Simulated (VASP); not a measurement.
Here is a VASP 6.6.1 calculation.

File INCAR:

```
  ALGO = Normal
  EDIFF = 1E-6
  ENCUT = 520
  GGA = PS
  ISIF = 2
  ISMEAR = 0
  LASPH = T
  LCHARG = F
  LREAL = Auto
  LWAVE = F
  NBANDS = 70
  NELM = 100
  PREC = Accurate
  SIGMA = 0.1
```

The input KPOINTS:

```
k-points
0
Gamma
  3 3 3
```

File POSCAR:

```
Al32H
1.0
    8.1000000000      0.0000000000      0.0000000000
    0.0000000000      8.1000000000      0.0000000000
    0.0000000000      0.0000000000      8.1000000000
Al H
32 1
Direct
    0.5002856790     -0.0008213580     -0.0002449383
    0.7494946914      0.2496461728      0.0004756790
    0.7343485185      0.0085734568      0.2595137037
    0.0084783951      0.0085033333     -0.0146858025
    0.2507791358      0.2508214815     -0.0017860494
    0.4986562963      0.4986971605     -0.0005209877
    0.7464091358      0.7464495062     -0.0026043210
    0.2485522222     -0.0020871605      0.2488607407
    0.4952837037      0.2517076543      0.2498455556
    0.7487569136      0.5003327160      0.2501040741
    0.4952645679     -0.0010795062      0.5026080247
    0.7472023457      0.2508606173      0.5018008642
    0.7487351852     -0.0008301235      0.7512641975
   -0.0008623457      0.5003293827     -0.0002486420
    0.2496039506      0.7495348148      0.0004700000
   -0.0021364198      0.2485949383      0.2488580247
    0.2516470370      0.4953356790      0.2498425926
    0.5002806173      0.7487982716      0.2501028395
   -0.0021204938     -0.0020743210      0.4995685185
    0.2487267901      0.2487785185      0.4997159259
    0.4992339506      0.4992818519      0.5004522222
    0.7495001235      0.7495460494      0.5005704938
    0.2516441975     -0.0010974074      0.7462814815
    0.4992119753      0.2495038272      0.7502150617
    0.7485300000      0.4987108642      0.7496341975
    0.0085220988      0.7344228395      0.2594872840
   -0.0011264198      0.4953176543      0.5025938272
    0.2508102469      0.7472458025      0.5017928395
   -0.0011407407      0.2516898765      0.7462824691
    0.2494601235      0.4992559259      0.7502111111
    0.4986669136      0.7485734568      0.7496307407
   -0.0008720988      0.7487724691      0.7512560494
    0.9038501235      0.9039327160      0.1548861728
```

Potentials or basis: VASP PAW PBE potentials, release 64 (Al, H).

Launch:

```bash
$ cat potpaw_PBE.64/Al/POTCAR potpaw_PBE.64/H/POTCAR > POTCAR
$ mpirun -np 1 vasp_std > vasp.out
```

Problem. What does it give for the band gap on the k mesh?

Solution. Zero (an odd number of electrons rules out a gap without spin polarisation).

Problem. Predict the largest force.

Solution. 0.302 eV/Å.

Problem. Estimate the pressure.

Solution. -0.9 GPa.

Forces on the atoms (eV/Å):
```
Al   0.011 -0.003  0.004
Al   0.001  0.001  0.007
Al   0.011  0.023  0.019
Al   0.022  0.023  0.009
Al   0.017  0.016 -0.003
Al   0.001  0.001  0.003
Al   0.009  0.009  0.007
Al  -0.004 -0.001 -0.001
Al   0.005  0.010  0.005
Al   0.003  0.010  0.002
Al   0.004  0.008  0.009
Al   0.002  0.016  0.014
Al   0.005  0.001  0.010
Al  -0.003  0.011  0.004
Al   0.002  0.002  0.008
Al   0.000 -0.005 -0.001
Al   0.010  0.004  0.005
Al   0.010  0.003  0.002
Al   0.000  0.001 -0.005
Al  -0.001 -0.001  0.000
Al   0.000  0.000  0.005
Al   0.002  0.002  0.008
Al   0.010  0.006 -0.001
Al  -0.001  0.001  0.005
Al   0.002  0.001  0.001
Al   0.023  0.010  0.020
Al   0.008  0.004  0.009
Al   0.016  0.002  0.014
Al   0.006  0.010 -0.001
Al   0.000  0.000  0.004
Al   0.001  0.002  0.002
Al   0.001  0.005  0.010
H   -0.173 -0.174 -0.176
```

Caveat: the PAW data sets were made with another functional, which shifts forces and pressure a little.
